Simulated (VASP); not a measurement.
Write the native input for VASP 6.6.1 that does the following.

| Item | Value |
| --- | --- |
| Task | single point |
| Functional | r2SCAN |
| Potentials or basis | VASP PAW PBE potentials, release 64 (Mo_sv) |
| Cutoff | 520 eV |
| k mesh | 14 × 14 × 14 |
| Occupations | fermi-dirac, width 0.05 eV |
| Spin | no spin polarisation |
| Dipole correction | no |
| Further INCAR settings | ALGO = Normal; EDIFF = 1e-06; NBANDS = 21 |

Crystal: Mo.

```
CELL_PARAMETERS angstrom
3.15159 0.00000 0.00000
0.00000 3.15159 0.00000
0.00000 0.00000 3.15159
ATOMIC_POSITIONS crystal
Mo 0.00000 0.00000 0.00000
Mo 0.50000 0.50000 0.50000
```

The input as run:

POSCAR

```
Mo
1.0
    3.1515933535      0.0000000000      0.0000000000
    0.0000000000      3.1515933535      0.0000000000
    0.0000000000      0.0000000000      3.1515933535
Mo
2
Direct
    0.0000000000      0.0000000000      0.0000000000
    0.5000000000      0.5000000000      0.5000000000
```

INCAR.step1

```
SYSTEM = Mo
PREC = Accurate
ENCUT = 520
ISMEAR = -1
SIGMA = 0.05
LREAL = .False.
LASPH = .True.
NELM = 60
NBANDS = 21
GGA = PE
ALGO = Normal
EDIFF = 1E-4
LWAVE = .True.
LCHARG = .False.
```

INCAR.step2

```
SYSTEM = Mo
PREC = Accurate
ENCUT = 520
EDIFF = 1E-6
ISMEAR = -1
SIGMA = 0.05
LREAL = .False.
LASPH = .True.
NELM = 60
ALGO = Normal
ISIF = 2
LWAVE = .False.
LCHARG = .False.
METAGGA = R2SCAN
LMIXTAU = .True.
NBANDS = 21
ISTART = 1
```

KPOINTS

```
regular mesh
0
Gamma
  14 14 14
  0 0 0
```

Potentials or basis: VASP PAW PBE potentials, release 64 (Mo_sv).

Run with:

```bash
$ cat potpaw_PBE.64/Mo_sv/POTCAR > POTCAR
$ cp INCAR.step1 INCAR
$ mpirun -np 1 vasp_std > vasp.out
$ cp INCAR.step2 INCAR
$ mpirun -np 1 vasp_std > vasp.out
```

It gave:

```json
{"Pressure": "1.1 GPa", "Band gap on the k mesh": "zero (bands 14 and 15 overlap by 2.24 eV)"}
```

Caveat: the PAW data sets were made with another functional, which shifts forces and pressure a little.

Run time: 49 s on 1 thread of Intel(R) Xeon(R) 6975P-C (Granite Rapids) (shared host), peak memory 0.18 GiB.
